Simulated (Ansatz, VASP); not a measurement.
**Ir in VASP and in Ansatz**

Contents of INCAR:

```
PREC = Accurate ; ENCUT = 500
EDIFF = 1E-7 ; ISMEAR = 0
SIGMA = 0.1 ; LREAL = False
LASPH = True ; NELM = 120
ALGO = Normal ; ISIF = 3
LWAVE = False ; LCHARG = False
GGA = PS ; IBRION = 2
NSW = 90 ; EDIFFG = -0.04
GGA_COMPAT = False ; NELMIN = 4
```

KPOINTS

```
regular mesh
0
Gamma
  6 6 4
```

POSCAR

```
Ir
1.0
    4.2638166189      0.0000000000      0.0000000000
   -2.1319083095      3.6925735091      0.0000000000
    0.0000000000      0.0000000000      4.6976313865
Ir
4
Direct
    0.0000000000      0.0000000000      0.2500000000
    0.0000000000      0.0000000000      0.7500000000
    0.3333333333      0.6666666667      0.7500000000
    0.6666666667      0.3333333333      0.2500000000
```

Input for Ansatz:

```yaml
crystal:
  lattice:
    - [4.2638166189, 0.0, 0.0]
    - [-2.1319083095, 3.6925735091, 0.0]
    - [0.0, 0.0, 4.6976313865]
  atoms:
    - { symbol: Ir, position: [0.0, 0.0, 0.25] }
    - { symbol: Ir, position: [0.0, 0.0, 0.75] }
    - { symbol: Ir, position: [0.3333333333, 0.6666666667, 0.75] }
    - { symbol: Ir, position: [0.6666666667, 0.3333333333, 0.25] }
basis:
  ecutwfc: 420
kpoints:
  mp_grid: { grid: [6, 6, 4] }
hamiltonian:
  xc: pbesol
scf:
  occupations: { method: gaussian, width: 0.1 }
  lower_state_search: "off"
output:
  forces: true
  stress: true
  eigenvalues: true
relax:
  adjacent_minimum: "off"
  f_tol: 0.04
  max_steps: 70
  cell: { stress_tol: 0.4 }
```

Alike in both runs: task relaxation of cell and atoms; functional PBEsol; k mesh 6 × 6 × 4; occupations gaussian, width 0.1 eV; no spin polarisation.

|  | VASP | Ansatz |
| --- | --- | --- |
| version | VASP 6.6.1 | Ansatz 0.2.0 |
| potentials or method | VASP PAW PBE potentials, release 64 (Ir), cutoff 500 eV | scalar-relativistic, plane waves, PAW |
| valence electrons in the cell | 36 | 68 |

|  | VASP | Ansatz | Ansatz less VASP |
| --- | --- | --- | --- |
| gap on the k mesh at the Fermi level, each at its own relaxed structure (eV) | none | none | - |
| relaxed volume (Å³/atom) | 18.59 | 18.58 | -0.001 |
| relaxed cell length with the largest relative difference (Å) | 4.805 | 4.801 | -0.0039 |

VASP's potentials were made for PBE, not for PBEsol. A gap of «none» marks a metal or a gap that the smearing closes. VASP's potentials hold 36 valence electrons a cell and Ansatz's 68, so a difference there can come from the potentials and not from the codes.

Neither program's run includes spin-orbit coupling. Noted on VASP's run: too few bands were computed for a metal, which touches its energy and stress.
